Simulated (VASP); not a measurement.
# MgO (Cmc2_1) in VASP: a series of runs, part 2 of 2

VASP 6.6.1. Earlier steps stand in the parts before.

**3. Single point, r2SCAN (uniaxial x strain -2.0%)**

Input file POSCAR:

```
MgO
1.0
    3.2224529085      0.0000000000      0.0000000000
   -1.6112264543      2.8476796748      0.0000000000
    0.0000000000      0.0000000000      5.0343661375
Mg O
2 2
Direct
    0.3346460217      0.6692920434     -0.0086420042
    0.6653539783      0.3307079566      0.4913579958
    0.3349960298      0.6699920597      0.3836420042
    0.6650039702      0.3300079403      0.8836420042
```

Input file INCAR.step1:

```
SYSTEM = MgO
ALGO = Normal ; EDIFF = 1E-4
ENCUT = 520 ; GGA = PE
ISMEAR = 0 ; LASPH = .True.
LCHARG = .False. ; LREAL = .False.
LWAVE = .True. ; NBANDS = 16
NELM = 80 ; PREC = Accurate
SIGMA = 0.01
```

Input file INCAR.step2:

```
SYSTEM = MgO
ALGO = Normal ; EDIFF = 1E-7
ENCUT = 520 ; ISIF = 2
ISMEAR = 0 ; ISTART = 1
LASPH = .True. ; LCHARG = .True.
LELF = .True. ; LMIXTAU = .True.
LREAL = .False. ; LVHAR = .True.
LWAVE = .False. ; METAGGA = R2SCAN
NBANDS = 16 ; NELM = 80
PREC = Accurate ; SIGMA = 0.01
```

Input file KPOINTS:

```
k-points
0
Gamma
  12 12 6
  0 0 0
```

Potentials or basis: VASP PAW PBE potentials, release 64 (Mg, O).

Run with:

```
$ cat potpaw_PBE.64/Mg/POTCAR potpaw_PBE.64/O/POTCAR > POTCAR
$ cp INCAR.step1 INCAR
$ mpirun -np 1 vasp_std > vasp.out
$ cp INCAR.step2 INCAR
$ mpirun -np 1 vasp_std > vasp.out
```

OUTCAR:

```text
SYSTEM = MgO
   EDIFF = 1E-7
   ENCUT = 520
   ISIF = 2
   ISMEAR = 0
   ISTART = 1
   LASPH = .True.
   LREAL = .False.
   METAGGA = R2SCAN
   NELM = 80
   PREC = Accurate

 ion  position               nearest neighbor table
   1  0.335  0.669  0.991-   4 1.96   4 1.96   4 1.96   3 1.97   2 3.14   2 3.14   2 3.14   2 3.14
                             2 3.14   2 3.14
   2  0.665  0.331  0.491-   3 1.96   3 1.96   3 1.96   4 1.97   1 3.14   1 3.14   1 3.14   1 3.14
                             1 3.14   1 3.14
   3  0.335  0.670  0.384-   2 1.96   2 1.96   2 1.96   1 1.97
   4  0.665  0.330  0.884-   1 1.96   1 1.96   1 1.96   2 1.97

  LATTYP: Found a base centered orthorhombic cell.
 ALAT       =     3.2224529085
 B/A-ratio  =     1.7673987833
 C/A-ratio  =     1.5622776439

  Lattice vectors:

 A1 = (   1.6112264543,  -2.8476796748,   0.0000000000)
 A2 = (   1.6112264542,   2.8476796748,   0.0000000000)
 A3 = (   0.0000000000,   0.0000000000,   5.0343661375)

Analysis of symmetry for initial positions (statically):
=====================================================================
 Subroutine PRICEL returns:
 Original cell was already a primitive cell.

[... 180 lines left out ...]
 Fermi energy:         0.8155531765

 k-point     1 :       0.0000    0.0000    0.0000
  band No.  band energies     occupation
      1     -16.4362      2.00000
      2     -15.6590      2.00000
      3      -2.5407      2.00000
      4       0.0568      2.00000
      5       0.1645      2.00000
      6       0.3704      2.00000
[... 433 lines left out ...]
      3      -2.1606      2.00000
      4      -1.2876      2.00000
      5      -0.8919      2.00000
      6      -0.7175      2.00000
[... 8 lines left out ...]
     15      16.0747      0.00000
     16      18.1846      0.00000

 [... further k-points ...]

------------------------ aborting loop because EDIFF is reached ----------------------------------------

  FORCE on cell =-STRESS in cart. coord.  units (eV):
  Direction    XX          YY          ZZ          XY          YZ          ZX
  --------------------------------------------------------------------------------------
  -------------------------------------------------------------------------------------
  Total        1.0801638      0.4723775      0.4462720     -0.0000000      0.0000000      0.0000000
  in kB       37.4608570     16.3823892     15.4770347     -0.0000000      0.0000000      0.0000000
  external PRESSURE =      23.1067603 kB  Pullay stress =       0.0000000 kB

 VOLUME and BASIS-vectors are now :
 -----------------------------------------------------------------------------
  energy-cutoff  :      520.00
  volume of cell :       46.20
      direct lattice vectors                 reciprocal lattice vectors
     3.222452909  0.000000000  0.000000000     0.310322611  0.175581546  0.000000000
    -1.611226454  2.847679675  0.000000000     0.000000000  0.351163092  0.000000000
     0.000000000  0.000000000  5.034366138     0.000000000  0.000000000  0.198634738

 POSITION                                       TOTAL-FORCE (eV/Angst)
 -----------------------------------------------------------------------------------
     -0.00000      1.90593      4.99086         0.000000     -0.001037      0.003396
      1.61123      0.94175      2.47368        -0.000000      0.001037      0.003396
     -0.00000      1.90792      1.93139        -0.000000      0.002087     -0.003396
      1.61123      0.93976      4.44858         0.000000     -0.002087     -0.003396
 -----------------------------------------------------------------------------------
    total drift:                                0.000000      0.000000     -0.007872

  FREE ENERGIE OF THE ION-ELECTRON SYSTEM (eV)
  ---------------------------------------------------
  free  energy   TOTEN  =       -31.8454420205 eV

  energy  without entropy=      -31.8454420205  energy(sigma->0) =      -31.84544202
```

OUTCAR.step1:

```text
SYSTEM = MgO
   EDIFF = 1E-4
   ENCUT = 520
   GGA = PE
   ISMEAR = 0
   LASPH = .True.
   LREAL = .False.
   NELM = 80
[... 688 lines left out ...]
      1.61123      0.94175      2.47368         0.000000     -0.004223     -0.009246
     -0.00000      1.90792      1.93139        -0.000000      0.007649      0.009246
      1.61123      0.93976      4.44858         0.000000     -0.007649      0.009246
 -----------------------------------------------------------------------------------
    total drift:                               -0.000000     -0.000000     -0.001804

  FREE ENERGIE OF THE ION-ELECTRON SYSTEM (eV)
  ---------------------------------------------------
  free  energy   TOTEN  =       -23.4841984717 eV

  energy  without entropy=      -23.4841984717  energy(sigma->0) =      -23.48419847
```

Wall time 6.1 min (1 thread of Intel Xeon 8259CL, shared host); peak memory 0.26 GiB.

What came out:

- Free energy: -31.8454 eV
- Pressure: 2.3 GPa
- Largest force: 0.004 eV/Å
- Band gap on the k mesh: 4.36 eV

Forces in eV/Å, atoms in the order of the input:
```
Mg   0.000 -0.001  0.003
Mg   0.000  0.001  0.003
O    0.000  0.002 -0.003
O    0.000 -0.002 -0.003
```

Caveat: the cell differs from its parent crystal (uniaxial x strain -2.0%); the PAW data sets were made with another functional, which shifts forces and pressure a little. A k mesh can miss the band edges.
